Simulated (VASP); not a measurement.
# Rb (Fm-3m) in VASP: relaxation of cell and atoms with PBE

Aim: the relaxation of cell and atoms of Rb with PBE.

Program: VASP 6.6.1. These are calculated values, not measurements. Logs are shortened: lines on timing, memory, paths and dates and some standing lists are left out, and cuts for length are marked.

## (1) The cell of the first run

The structure is cubic, space group Fm-3m (No. 225). The conventional cell has a = 7.158 Å, b = 7.158 Å, c = 7.158 Å, α = 90.00°, β = 90.00°, γ = 90.00°.

## (2) Relaxation of cell and atoms, PBE, target pressure -0.009 GPa, at which the enthalpy is minimised

INCAR

```
SYSTEM = Rb
PREC = Accurate
ENCUT = 600
EDIFF = 1E-6
ISMEAR = -1
SIGMA = 0.08
LREAL = .FALSE.
LASPH = .TRUE.
NELM = 60
ALGO = Normal
ISIF = 3
LWAVE = .FALSE.
LCHARG = .FALSE.
GGA = PE
IBRION = 2
NSW = 32
EDIFFG = -0.005
PSTRESS = -0.09
```

KPOINTS

```
regular mesh
0
G
  9 9 9
  0 0 0
```

POSCAR

```
Rb
1.0
    0.0000000000      3.5789557335      3.5789557335
    3.5789557335      0.0000000000      3.5789557335
    3.5789557335      3.5789557335      0.0000000000
Rb
1
Direct
    0.0000000000      0.0000000000      0.0000000000
```

Potentials or basis: VASP PAW PBE potentials, release 64 (Rb_sv).

On the command line:

```bash
$ cat potpaw_PBE.64/Rb_sv/POTCAR > POTCAR
$ mpirun -np 1 vasp_std > vasp.out
```

OUTCAR:

```text
SYSTEM = Rb
   PREC = Accurate
   ENCUT = 600
   EDIFF = 1E-6
   ISMEAR = -1
   LREAL = .FALSE.
   LASPH = .TRUE.
   NELM = 60
   ISIF = 3
   GGA = PE
   IBRION = 2
   NSW = 32
   EDIFFG = -0.005
   PSTRESS = -0.09

 ion  position               nearest neighbor table
   1  0.000  0.000  0.000-

  LATTYP: Found a face centered cubic cell.
 ALAT       =     7.1579114670

  Lattice vectors:

 A1 = (   0.0000000000,   3.5789557335,   3.5789557335)
 A2 = (   3.5789557335,   0.0000000000,   3.5789557335)
 A3 = (   3.5789557335,   3.5789557335,   0.0000000000)

Analysis of symmetry for initial positions (statically):
=====================================================================
 Subroutine PRICEL returns:
 Original cell was already a primitive cell.

 Routine SETGRP: Setting up the symmetry group for a
 face centered cubic supercell.

 Subroutine GETGRP returns: Found 48 space group operations
 (whereof 48 operations were pure point group operations)
 out of a pool of 48 trial point group operations.

The static configuration has the point symmetry O_h .

Analysis of symmetry for dynamics (positions and initial velocities):
=====================================================================
 Subroutine PRICEL returns:
 Original cell was already a primitive cell.

 Routine SETGRP: Setting up the symmetry group for a
 face centered cubic supercell.

 Subroutine GETGRP returns: Found 48 space group operations
 (whereof 48 operations were pure point group operations)
 out of a pool of 48 trial point group operations.

The dynamic configuration has the point symmetry O_h .

 Subroutine INISYM returns: Found 48 space group operations
 (whereof 48 operations are pure point group operations),
 and found     1 'primitive' translations

----------------------------------------------------------------------------------------

                                     Primitive cell

  volume of cell :      91.6851

  direct lattice vectors                    reciprocal lattice vectors
     0.000000000  3.578955733  3.578955733    -0.139705556  0.139705556  0.139705556
     3.578955733  0.000000000  3.578955733     0.139705556 -0.139705556  0.139705556
     3.578955733  3.578955733  0.000000000     0.139705556  0.139705556 -0.139705556

  length of vectors
     5.061407737  5.061407737  5.061407737     0.241977121  0.241977121  0.241977121

  position of ions in fractional coordinates (direct lattice)
     0.000000000  0.000000000  0.000000000

  ion indices of the primitive-cell ions
   primitive index   ion index
                 1           1

----------------------------------------------------------------------------------------

 KPOINTS: regular mesh

Automatic generation of k-mesh.
 Grid dimensions read from file:
 generate k-points for:    9    9    9

 Generating k-lattice:

  Cartesian coordinates                     Fractional coordinates (reciprocal lattice)
    -0.015522840  0.015522840  0.015522840     0.111111111  0.000000000  0.000000000
     0.015522840 -0.015522840  0.015522840     0.000000000  0.111111111  0.000000000
     0.015522840  0.015522840 -0.015522840     0.000000000  0.000000000  0.111111111

  Length of vectors
     0.026886347  0.026886347  0.026886347

  Shift w.r.t. Gamma in fractional coordinates (k-lattice)
     0.000000000  0.000000000  0.000000000

 Subroutine IBZKPT returns following result:
 ===========================================

 Found     35 irreducible k-points:

 Following reciprocal coordinates:
            Coordinates               Weight
  0.000000  0.000000  0.000000      1.000000
  0.111111  0.000000  0.000000      8.000000
  0.222222  0.000000  0.000000      8.000000
  0.333333  0.000000  0.000000      8.000000
  0.444444  0.000000  0.000000      8.000000
  0.111111  0.111111  0.000000      6.000000
[... 16 lines left out ...]
 -0.333333  0.333333  0.000000     12.000000
  0.444444  0.444444  0.000000      6.000000
 [... further k-points ...]
   k-points           NKPTS =     35   k-points in BZ     NKDIM =     35   number of bands    NBANDS=      8
   number of dos      NEDOS =    301   number of ions     NIONS =      1
   total plane-waves  NPLWV =  64000
   dimension x,y,z NGX =    40 NGY =   40 NGZ =   40
   dimension x,y,z NGXF=    80 NGYF=   80 NGZF=   80
   ions per type =               1
   NGX,Y,Z   is equivalent  to a cutoff of  13.14, 13.14, 13.14 a.u.
   NGXF,Y,Z  is equivalent  to a cutoff of  26.28, 26.28, 26.28 a.u.
 SYSTEM =  Rb
   PREC   = accura    normal or accurate (medium, high low for compatibility)
   ISTART =      0    job   : 0-new  1-cont  2-samecut
   ICHARG =      2    charge: 1-file 2-atom 10-const
   ISPIN  =      1    spin polarized calculation?
   LNONCOLLINEAR =      F non collinear calculations
   LSORBIT =      F    spin-orbit coupling
   LASPH  =      T    aspherical Exc in radial PAW
   ENCUT  =  600.0 eV  44.10 Ry    6.64 a.u.  10.11 10.11 10.11*2*pi/ulx,y,z
   NELM   =     60;   NELMIN=  2; NELMDL= -5     # of ELM steps
   EDIFF  = 0.1E-05   stopping-criterion for ELM
   LREAL  =      F    real-space projection
   EDIFFG = -.5E-02   stopping-criterion for IOM
   NSW    =     32    number of steps for IOM
   IBRION =      2    ionic relax: 0-MD 1-quasi-New 2-CG
   NFREE  =      1    steps in history (QN), initial steepest desc. (CG)
   ISIF   =      3    stress and relaxation
   ISYM   =      2    0-nonsym 1-usesym 2-fastsym
   POTIM  = 0.5000    time-step for ionic-motion
   TEBEG  =    0.0;   TEEND  =   0.0 temperature during run
   PSTRESS=   -0.1 pullay stress
   NELECT =       9.0000    total number of electrons
   NUPDOWN=      -1.0000    fix difference up-down
   EMIN   =  10.00;   EMAX   =-10.00  energy-range for DOS
   EFERMI =   0.00;   METHOD = LEGACY
   ISMEAR =    -1;   SIGMA  =   0.08  broadening in eV -4-tet -1-fermi 0-gaus
   EFERMI_NEDOS =   21; number of points for ismear=-14 and -15
   IALGO  =     38    algorithm
   IMIX   =      4    mixing-type and parameters
     AMIX     =   0.40;   BMIX     =  1.00
     AMIX_MAG =   1.60;   BMIX_MAG =  1.00
  volume/ion in A,a.u.               =      91.69       618.72
  Fermi-wavevector in a.u.,A,eV,Ry     =   0.755190  1.427101  7.759557  0.570311
  Thomas-Fermi vector in A             =   1.853028
   LORBIT       =      0    0 simple, 1 ext, 2 COOP (PROOUT), +10 PAW based schemes
   GGA     = PE    functional components
   LHFCALC =     F    Hartree Fock is set to
   AEXX    =    0.0000 exact exchange contribution
   IVDW    =     0    specifies the selected vdW correction
   LEPSILON=     F    determine dielectric tensor
   LRPA    =     F    only Hartree local field effects (RPA)
 conjugate gradient relaxation of ions
 non-spin polarized calculation
  energy-cutoff  :      600.00
  volume of cell :       91.69
 maximum number of plane-waves:      3119
   NGX = 21   NGY = 21   NGZ = 21

 number of electron       9.0000000 magnetization

 Free energy of the ion-electron system (eV)
  ---------------------------------------------------
  ext. energy  EPLUGINS =         0.00000000
  ---------------------------------------------------
  free energy    TOTEN  =        -0.94674212 eV

  energy without entropy =       -0.92781082  energy(sigma->0) =       -0.93727647

 E-fermi :   0.0196     XC(G=0):  -5.4475

 val. band max:       -0.1019211031   @ k =   0.4444   0.0000   0.0000
 cond. band min:       0.0474088183   @ k =   0.4444   0.3333   0.0000
 fundamental gap:      0.1493299214
 Fermi energy:         0.0195597305

 k-point     1 :       0.0000    0.0000    0.0000
  band No.  band energies     occupation
      1     -28.9064      2.00000
      2     -12.9505      2.00000
      3     -12.9505      2.00000
      4     -12.9505      2.00000
      5      -1.9677      2.00000
      6       3.5818      0.00000
      7       3.5818      0.00000
      8       3.5818      0.00000

 k-point     2 :       0.1111    0.0000    0.0000
  band No.  band energies     occupation
      1     -28.9060      2.00000
      2     -12.9615      2.00000
      3     -12.9520      2.00000
      4     -12.9520      2.00000
      5      -1.8311      2.00000
      6       3.2139      0.00000
      7       3.6374      0.00000
      8       3.6374      0.00000

 k-point     3 :       0.2222    0.0000    0.0000
  band No.  band energies     occupation
      1     -28.9049      2.00000
      2     -12.9890      2.00000
      3     -12.9558      2.00000
      4     -12.9558      2.00000
      5      -1.4363      2.00000
      6       2.4906      0.00000
      7       3.6688      0.00000
      8       3.6688      0.00000

 k-point     4 :       0.3333    0.0000    0.0000
  band No.  band energies     occupation
      1     -28.9037      2.00000
      2     -13.0198      2.00000
      3     -12.9600      2.00000
      4     -12.9600      2.00000
      5      -0.8280      1.99995
      6       1.6896      0.00000
      7       3.5219      0.00000
      8       3.5219      0.00000

 k-point     5 :       0.4444    0.0000    0.0000
  band No.  band energies     occupation
      1     -28.9029      2.00000
      2     -13.0396      2.00000
      3     -12.9628      2.00000
      4     -12.9628      2.00000
      5      -0.1019      1.64064
      6       0.8885      0.00004
      7       3.3910      0.00000
      8       3.3910      0.00000
[... 177 lines left out ...]
 k-point    22 :      -0.4444    0.3333    0.0000
  band No.  band energies     occupation
      1     -28.9018      2.00000
      2     -13.0256      2.00000
      3     -12.9970      2.00000
      4     -12.9777      2.00000
      5       0.6970      0.00042
      6       1.3737      0.00000
      7       1.7651      0.00000
      8       3.7535      0.00000

 k-point    23 :      -0.3333    0.3333    0.0000
  band No.  band energies     occupation
      1     -28.9019      2.00000
      2     -13.0124      2.00000
      3     -13.0118      2.00000
      4     -12.9727      2.00000
      5       0.7381      0.00025
      6       1.4148      0.00000
      7       1.5546      0.00000
      8       3.8398      0.00000

 k-point    24 :       0.4444    0.4444    0.0000
  band No.  band energies     occupation
      1     -28.9018      2.00000
      2     -13.0345      2.00000
      3     -12.9831      2.00000
      4     -12.9831      2.00000
      5       0.3958      0.01796
      6       1.5966      0.00000
      7       1.8516      0.00000
      8       4.3887      0.00000

 [... further k-points ...]

------------------------ aborting loop because EDIFF is reached ----------------------------------------

  FORCE on cell =-STRESS in cart. coord.  units (eV):
  Direction    XX          YY          ZZ          XY          YZ          ZX
  --------------------------------------------------------------------------------------
  -------------------------------------------------------------------------------------
  Total       -0.0036030     -0.0036030     -0.0036030     -0.0000000     -0.0000000     -0.0000000
  in kB       -0.0629610     -0.0629610     -0.0629610     -0.0000000     -0.0000000     -0.0000000
  external PRESSURE =       0.0270390 kB  Pullay stress =      -0.0900000 kB

 VOLUME and BASIS-vectors are now :
 -----------------------------------------------------------------------------
  energy-cutoff  :      600.00
  volume of cell :       91.69
      direct lattice vectors                 reciprocal lattice vectors
     0.000000000  3.578955733  3.578955733    -0.139705556  0.139705556  0.139705556
     3.578955733  0.000000000  3.578955733     0.139705556 -0.139705556  0.139705556
     3.578955733  3.578955733  0.000000000     0.139705556  0.139705556 -0.139705556

 POSITION                                       TOTAL-FORCE (eV/Angst)
 -----------------------------------------------------------------------------------
      0.00000      0.00000      0.00000        -0.000000      0.000000     -0.000000
 -----------------------------------------------------------------------------------
    total drift:                               -0.000000     -0.000000     -0.000000

  FREE ENERGIE OF THE ION-ELECTRON SYSTEM (eV)
  ---------------------------------------------------
  free  energy   TOTEN  =        -0.9467421221 eV

  energy  without entropy=       -0.9278108238  energy(sigma->0) =       -0.93727647

  enthalpy is  TOTEN    =        -0.9518924029 eV   P V=       -0.0051502807

 reached required accuracy - stopping structural energy minimisation
```

Wall time 17 s (1 thread of Oxide Virtual Turin-like, shared host); peak memory 0.21 GiB.

What came out:

| Property | Result |
| --- | --- |
| Free energy | -0.9467 eV |
| Pressure after relaxing | 0.0 GPa |

Final structure:
```cif
data_structure
_symmetry_space_group_name_H-M 'P 1'
_symmetry_Int_Tables_number 1
_cell_length_a 5.0614
_cell_length_b 5.0614
_cell_length_c 5.0614
_cell_angle_alpha 60.000
_cell_angle_beta 60.000
_cell_angle_gamma 60.000
_cell_volume 91.69
loop_
_atom_site_label
_atom_site_type_symbol
_atom_site_fract_x
_atom_site_fract_y
_atom_site_fract_z
_atom_site_occupancy
Rb1 Rb 0.00000 0.00000 0.00000 1
```

Levels at points of the mesh, in eV from the Fermi level:
```csv
k point,band 2,band 3,band 4,band 5,band 6,band 7,band 8
"(0.00, 0.00, 0.00)",-12.97,-12.97,-12.97,-1.99,3.56,3.56,3.56
```

Caveat: the relaxation stopped at its first step, so nothing moved; the cell is relaxed towards a set pressure, so the enthalpy falls and the energy may rise.
